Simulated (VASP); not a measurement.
# Mn (Pm-3m) in VASP: further runs, part 2 of 2

VASP 6.6.1. Earlier steps stand in the parts before.

## Step 4: Single point, PBE, collinear spin, antiferromagnetic start (14.97 Å³/atom)

This run uses another cell than the first one, of 14.97 Å³/atom.

INCAR reads:

```
SYSTEM = Mn
  ALGO = Normal
  EDIFF = 1E-6
  ENCUT = 520
  GGA = PE
  ISIF = 2
  ISMEAR = -1
  ISPIN = 2
  LASPH = .TRUE.
  LCHARG = .FALSE.
  LMAXMIX = 4
  LORBIT = 11
  LREAL = .FALSE.
  LWAVE = .FALSE.
  MAGMOM = 2.238 -2.238
  NBANDS = 24
  NELM = 150
  PREC = Accurate
  SIGMA = 0.05
```

KPOINTS reads:

```
k-points
0
G
  13 13 13
  0 0 0
```

POSCAR reads:

```
Mn
1.0
    0.0000000000      2.4644760259      2.4644760259
    2.4644760259      0.0000000000      2.4644760259
    2.4644760259      2.4644760259      0.0000000000
Mn
2
Direct
    0.0000000000      0.0000000000      0.0000000000
    0.5000000000      0.5000000000      0.5000000000
```

Potentials or basis: VASP PAW PBE potentials, release 64 (Mn_pv).

Run with:

```bash
$ cat potpaw_PBE.64/Mn_pv/POTCAR > POTCAR
$ mpirun -np 1 vasp_std > vasp.out
```

OUTCAR:

```text
SYSTEM = Mn
   EDIFF = 1E-6
   ENCUT = 520
   GGA = PE
   ISIF = 2
   ISMEAR = -1
   ISPIN = 2
   LASPH = .TRUE.
   LORBIT = 11
   LREAL = .FALSE.
   NELM = 150
   PREC = Accurate

 ion  position               nearest neighbor table
   1  0.000  0.000  0.000-   2 2.46   2 2.46   2 2.46   2 2.46   2 2.46   2 2.46
   2  0.500  0.500  0.500-   1 2.46   1 2.46   1 2.46   1 2.46   1 2.46   1 2.46

  LATTYP: Found a face centered cubic cell.
 ALAT       =     4.9289520518

  Lattice vectors:

 A1 = (   0.0000000000,   2.4644760259,   2.4644760259)
 A2 = (   2.4644760259,   0.0000000000,   2.4644760259)
 A3 = (   2.4644760259,   2.4644760259,   0.0000000000)

Analysis of symmetry for initial positions (statically):
=====================================================================
 Subroutine PRICEL returns following result:

  LATTYP: Found a simple cubic cell.
 ALAT       =     2.4644760259
[... 12 lines left out ...]
 Subroutine GETGRP returns: Found 48 space group operations
 (whereof 48 operations were pure point group operations)
 out of a pool of 48 trial point group operations.

The static configuration has the point symmetry O_h .

Analysis of symmetry for dynamics (positions and initial velocities):
=====================================================================
 Subroutine PRICEL returns following result:

  LATTYP: Found a simple cubic cell.
 ALAT       =     2.4644760259
[... 12 lines left out ...]
 Subroutine GETGRP returns: Found 48 space group operations
 (whereof 48 operations were pure point group operations)
 out of a pool of 48 trial point group operations.

The dynamic configuration has the point symmetry O_h .

Analysis of structural, dynamic, and magnetic symmetry:
=====================================================================
 Subroutine PRICEL returns following result:

  LATTYP: Found a simple cubic cell.
 ALAT       =     2.4644760259
[... 12 lines left out ...]
 Subroutine GETGRP returns: Found 48 space group operations
 (whereof 48 operations were pure point group operations)
 out of a pool of 48 trial point group operations.

The overall configuration has the point symmetry O_h .
[... 143 lines left out ...]
  free energy    TOTEN  =       -16.54995522 eV

  energy without entropy =      -16.53372241  energy(sigma->0) =      -16.54183881

 E-fermi :   7.2374     XC(G=0): -11.9566

 val. band max:        7.2181340707   @ k =  -0.3077   0.3077   0.0769
 cond. band min:       7.2496531243   @ k =  -0.1538   0.2308   0.0769
 fundamental gap:      0.0315190536
 Fermi energy:         7.2374478836

 spin component 1

 k-point     1 :       0.0000    0.0000    0.0000
  band No.  band energies     occupation
      1     -42.3280      1.00000
      2     -42.3280      1.00000
      3     -42.3280      1.00000
      4     -39.3892      1.00000
      5     -39.3892      1.00000
      6     -39.3892      1.00000
[... 637 lines left out ...]
     23      23.1913      0.00000
     24      23.7188      0.00000

 [... further k-points ...]

 spin component 2

 k-point     1 :       0.0000    0.0000    0.0000
  band No.  band energies     occupation
      1     -42.3280      1.00000
      2     -42.3280      1.00000
      3     -42.3280      1.00000
      4     -39.3892      1.00000
      5     -39.3892      1.00000
      6     -39.3892      1.00000
[... 637 lines left out ...]
     23      23.1913      0.00000
     24      23.7188      0.00000

 [... further k-points ...]

------------------------ aborting loop because EDIFF is reached ----------------------------------------

  FORCE on cell =-STRESS in cart. coord.  units (eV):
  Direction    XX          YY          ZZ          XY          YZ          ZX
  --------------------------------------------------------------------------------------
  -------------------------------------------------------------------------------------
  Total       -1.3515657     -1.3515657     -1.3515657      0.0000000     -0.0000000     -0.0000000
  in kB      -72.3342458    -72.3342458    -72.3342458      0.0000000     -0.0000000     -0.0000000
  external PRESSURE =     -72.3342458 kB  Pullay stress =       0.0000000 kB

 VOLUME and BASIS-vectors are now :
 -----------------------------------------------------------------------------
  energy-cutoff  :      520.00
  volume of cell :       29.94
      direct lattice vectors                 reciprocal lattice vectors
     0.000000000  2.464476026  2.464476026    -0.202882883  0.202882883  0.202882883
     2.464476026  0.000000000  2.464476026     0.202882883 -0.202882883  0.202882883
     2.464476026  2.464476026  0.000000000     0.202882883  0.202882883 -0.202882883

 POSITION                                       TOTAL-FORCE (eV/Angst)
 -----------------------------------------------------------------------------------
      0.00000      0.00000      0.00000        -0.000000     -0.000000     -0.000000
      2.46448      2.46448      2.46448         0.000000      0.000000      0.000000
 -----------------------------------------------------------------------------------
    total drift:                                0.000000      0.000000      0.000000

  FREE ENERGIE OF THE ION-ELECTRON SYSTEM (eV)
  ---------------------------------------------------
  free  energy   TOTEN  =       -16.5499552236 eV

  energy  without entropy=      -16.5337224055  energy(sigma->0) =      -16.54183881

 total charge

# of ion       s       p       d       tot
------------------------------------------
    1        0.391   6.231   5.051  11.672
    2        0.391   6.231   5.051  11.672
--------------------------------------------------
tot          0.782  12.461  10.102  23.344

 magnetization (x)

# of ion       s       p       d       tot
------------------------------------------
    1        0.054   0.018   2.718   2.790
    2       -0.054  -0.018  -2.718  -2.790
--------------------------------------------------
tot         -0.000   0.000   0.000  -0.000
```

Run time: 54 s. Hardware: 1 thread of Intel Xeon 6975P-C (Granite Rapids), shared host; peak memory 0.22 GiB.

What came out:

```yaml
Free_energy: -16.5500 eV
Pressure: -7.2 GPa
Band_gap_on_the_k_mesh: zero (filled and empty bands overlap)
Net_moment: 0.00 μB per cell
Site_moments: Mn +2.79, -2.79 μB
Valence_electrons_inside_the_program's_atomic_spheres: Mn 11.67
```

Levels at points of the mesh, in eV from the Fermi level:
Spin up:
```csv
k point,band 11,band 12,band 13,band 14,band 15,band 16
"(0.00, 0.00, 0.00)",-3.14,-3.14,1.45,1.45,1.45,2.12
```
Spin down:
```tsv
k point	band 9	band 10	band 11	band 12	band 13	band 14	band 15	band 16	band 17	band 18
(0.00, 0.00, 0.00)	-3.24	-3.14	-3.14	-3.14	1.45	1.45	1.45	2.12	2.12	10.86
```

Caveat: the cell stands under tension.

## Step 5: The runs side by side

| cell | gap on the mesh (eV) | pressure (GPa) | moment (μB) |
| --- | --- | --- | --- |
| a = 3.400 Å, angles 60.0°, 2 atoms | none | -2.9 | 0.00 |
| a = 3.443 Å, angles 60.0°, 2 atoms | none | -5.4 | 0.00 |
| a = 3.485 Å, angles 60.0°, 2 atoms | none | -7.2 | 0.00 |

Alike in all rows: task single point; level PBE; potentials or basis VASP PAW PBE potentials, release 64 (Mn_pv); spin collinear, antiferromagnetic start; k mesh 13 × 13 × 13; cutoff (eV) 520; smearing fermi-dirac 0.05 eV.

Caveats: the cell stands under tension (at least some runs).

Total energies depend on the potentials used, so only differences within one code and one set of settings carry meaning.
